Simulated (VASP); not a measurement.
# CdS (P6_3mc) in VASP: notebook, part 2 of 2

VASP 6.6.1. Earlier steps stand in the parts before.

### Step 3. Single point, r2SCAN (in-plane strain +0.01)

Input file POSCAR:

```
CdS
1.0
    4.2054320235      0.0000000000      0.0000000000
   -2.1027160117      3.6420109662      0.0000000000
    0.0000000000      0.0000000000      6.7256508241
Cd S
2 2
Direct
    0.3333333333      0.6666666667     -0.0009613637
    0.6666666667      0.3333333333      0.4990386363
    0.3333333333      0.6666666667      0.3759613637
    0.6666666667      0.3333333333      0.8759613637
```

Input file INCAR.step1:

```
  PREC = Accurate
  ENCUT = 520
  ISMEAR = 0
  SIGMA = 0.01
  LREAL = False
  LASPH = True
  NELM = 100
  NBANDS = 26
  GGA = PE
  ALGO = Normal
  EDIFF = 1E-4
  LWAVE = True
  LCHARG = False
```

Input file INCAR.step2:

```
  PREC = Accurate
  ENCUT = 520
  EDIFF = 1E-6
  ISMEAR = 0
  SIGMA = 0.01
  LREAL = False
  LASPH = True
  NELM = 100
  ALGO = Normal
  ISIF = 2
  LWAVE = False
  LCHARG = False
  METAGGA = R2SCAN
  LMIXTAU = True
  NBANDS = 26
  ISTART = 1
```

Input file KPOINTS:

```
regular mesh
0
Gamma
  6 6 4
```

Potentials or basis: VASP PAW PBE potentials, release 64 (Cd, S).

On the command line:

```console
$ cat potpaw_PBE.64/Cd/POTCAR potpaw_PBE.64/S/POTCAR > POTCAR
$ cp INCAR.step1 INCAR
$ mpirun -np 1 vasp_std > vasp.out
$ cp INCAR.step2 INCAR
$ mpirun -np 1 vasp_std > vasp.out
```

OUTCAR:

```text
PREC = Accurate
   ENCUT = 520
   EDIFF = 1E-6
   ISMEAR = 0
   LREAL = False
   LASPH = True
   NELM = 100
   ISIF = 2
   METAGGA = R2SCAN
   ISTART = 1

 ion  position               nearest neighbor table
   1  0.333  0.667  0.999-   3 2.54   4 2.57   4 2.57   4 2.57
   2  0.667  0.333  0.499-   4 2.54   3 2.57   3 2.57   3 2.57
   3  0.333  0.667  0.376-   1 2.54   2 2.57   2 2.57   2 2.57
   4  0.667  0.333  0.876-   2 2.54   1 2.57   1 2.57   1 2.57

  LATTYP: Found a hexagonal cell.
 ALAT       =     4.2054320235
 C/A-ratio  =     1.5992770271

  Lattice vectors:

 A1 = (   4.2054320235,   0.0000000000,   0.0000000000)
 A2 = (  -2.1027160117,   3.6420109662,   0.0000000000)
 A3 = (   0.0000000000,   0.0000000000,   6.7256508241)

Analysis of symmetry for initial positions (statically):
=====================================================================
 Subroutine PRICEL returns:
 Original cell was already a primitive cell.

 Routine SETGRP: Setting up the symmetry group for a
 hexagonal supercell.

 Subroutine GETGRP returns: Found 12 space group operations
 (whereof  6 operations were pure point group operations)
 out of a pool of 24 trial point group operations.

The static configuration has the point symmetry C_3v.
 The point group associated with its full space group is C_6v.

Analysis of symmetry for dynamics (positions and initial velocities):
=====================================================================
 Subroutine PRICEL returns:
 Original cell was already a primitive cell.

 Routine SETGRP: Setting up the symmetry group for a
 hexagonal supercell.

 Subroutine GETGRP returns: Found 12 space group operations
 (whereof  6 operations were pure point group operations)
 out of a pool of 24 trial point group operations.

The dynamic configuration has the point symmetry C_3v.
 The point group associated with its full space group is C_6v.

 Subroutine INISYM returns: Found 12 space group operations
 (whereof  6 operations are pure point group operations),
[... 115 lines left out ...]
     AMIX     =   0.40;   BMIX     =  1.00
     AMIX_MAG =   1.60;   BMIX_MAG =  1.00
  volume/ion in A,a.u.               =      25.75       173.79
  Fermi-wavevector in a.u.,A,eV,Ry     =   1.153135  2.179110 18.091953  1.329721
  Thomas-Fermi vector in A             =   2.289781
   LORBIT       =      0    0 simple, 1 ext, 2 COOP (PROOUT), +10 PAW based schemes
   METAGGA = R2SCAN    functional components
   LHFCALC =     F    Hartree Fock is set to
   AEXX    =    0.0000 exact exchange contribution
   IVDW    =     0    specifies the selected vdW correction
   LEPSILON=     F    determine dielectric tensor
   LRPA    =     F    only Hartree local field effects (RPA)
 non-spin polarized calculation
 Gauss-broadening in eV      SIGMA  =   0.01
  energy-cutoff  :      520.00
  volume of cell :      103.01
 maximum number of plane-waves:      2802
 NGX is ok and might be reduce to    32
   NGX = 15   NGY = 15   NGZ = 25

 number of electron      36.0000005 magnetization

 Free energy of the ion-electron system (eV)
  ---------------------------------------------------
  ext. energy  EPLUGINS =         0.00000000
  ---------------------------------------------------
  free energy    TOTEN  =       -59.37468982 eV

  energy without entropy =      -59.37468982  energy(sigma->0) =      -59.37468982

 E-fermi :   0.8331     XC(G=0):  -9.5415

 val. band max:        0.7203397986   @ k =   0.0000   0.0000   0.0000
 cond. band min:       2.3306223589   @ k =   0.0000   0.0000   0.0000
 fundamental gap:      1.6102825603
 Fermi energy:         0.8330840679

 k-point     1 :       0.0000    0.0000    0.0000
  band No.  band energies     occupation
      1     -11.9148      2.00000
      2     -11.4997      2.00000
      3      -7.0955      2.00000
      4      -7.0713      2.00000
      5      -7.0713      2.00000
      6      -6.9828      2.00000
[... 598 lines left out ...]
     25      10.4831      0.00000
     26      10.4831      0.00000

------------------------ aborting loop because EDIFF is reached ----------------------------------------

  FORCE on cell =-STRESS in cart. coord.  units (eV):
  Direction    XX          YY          ZZ          XY          YZ          ZX
  --------------------------------------------------------------------------------------
  -------------------------------------------------------------------------------------
  Total       -0.6589405     -0.6589405      0.3734208     -0.0000000      0.0000000      0.0000000
  in kB      -10.2487434    -10.2487434      5.8079505     -0.0000000      0.0000000      0.0000000
  external PRESSURE =      -4.8965121 kB  Pullay stress =       0.0000000 kB

 VOLUME and BASIS-vectors are now :
 -----------------------------------------------------------------------------
  energy-cutoff  :      520.00
  volume of cell :      103.01
      direct lattice vectors                 reciprocal lattice vectors
     4.205432024  0.000000000  0.000000000     0.237787698  0.137286791  0.000000000
    -2.102716012  3.642010966  0.000000000     0.000000000  0.274573583  0.000000000
     0.000000000  0.000000000  6.725650824     0.000000000  0.000000000  0.148684496

 POSITION                                       TOTAL-FORCE (eV/Angst)
 -----------------------------------------------------------------------------------
     -0.00000      2.42801      6.71919        -0.000000      0.000000     -0.117289
      2.10272      1.21400      3.35636         0.000000     -0.000000     -0.117289
     -0.00000      2.42801      2.52858        -0.000000      0.000000      0.117289
      2.10272      1.21400      5.89141         0.000000      0.000000      0.117289
 -----------------------------------------------------------------------------------
    total drift:                               -0.000000      0.000000     -0.007016

  FREE ENERGIE OF THE ION-ELECTRON SYSTEM (eV)
  ---------------------------------------------------
  free  energy   TOTEN  =       -59.3746898185 eV

  energy  without entropy=      -59.3746898185  energy(sigma->0) =      -59.37468982
```

OUTCAR.step1:

```text
PREC = Accurate
   ENCUT = 520
   ISMEAR = 0
   LREAL = False
   LASPH = True
[... 834 lines left out ...]
     -0.00000      2.42801      6.71919        -0.000000      0.000000     -0.112236
      2.10272      1.21400      3.35636         0.000000     -0.000000     -0.112236
     -0.00000      2.42801      2.52858        -0.000000      0.000000      0.112236
      2.10272      1.21400      5.89141         0.000000     -0.000000      0.112236
 -----------------------------------------------------------------------------------
    total drift:                               -0.000000      0.000000     -0.001318

  FREE ENERGIE OF THE ION-ELECTRON SYSTEM (eV)
  ---------------------------------------------------
  free  energy   TOTEN  =       -12.2873462488 eV

  energy  without entropy=      -12.2873462488  energy(sigma->0) =      -12.28734625
```

Run time: 4.4 min. Hardware: 1 thread of Intel Xeon 8259CL, shared host; peak memory 0.25 GiB.

Results:

```yaml
Free_energy: -59.3747 eV
Pressure: -0.5 GPa
Largest_force: 0.117 eV/Å
Band_gap_on_the_k_mesh: 1.61 eV
```

Forces on the atoms (eV/Å):
```
Cd   0.000  0.000 -0.117
Cd   0.000  0.000 -0.117
S    0.000  0.000  0.117
S    0.000  0.000  0.117
```

Levels at points of the mesh, in eV from the valence-band top:
| k point | band 15 | band 16 | band 17 | band 18 | band 19 | band 20 | band 21 | band 22 |
| --- | --- | --- | --- | --- | --- | --- | --- | --- |
| (0.00, 0.00, 0.00) | -0.76 | 0.00 | 0.00 | 0.00 | 1.61 | 3.13 | 6.94 | 6.94 |
| (0.50, 0.00, 0.00) | -2.54 | -1.83 | -1.22 | -0.70 | 4.14 | 4.20 | 5.50 | 6.87 |
| (0.00, 0.00, 0.50) | -0.39 | -0.39 | -0.39 | -0.39 | 3.22 | 3.22 | 6.68 | 6.68 |
| (0.50, 0.00, 0.50) | -1.30 | -1.30 | -1.22 | -1.22 | 3.90 | 3.90 | 5.82 | 5.82 |

Caveat: the cell differs from its parent crystal (in-plane strain +0.01); the PAW data sets were made with another functional, which shifts forces and pressure a little.
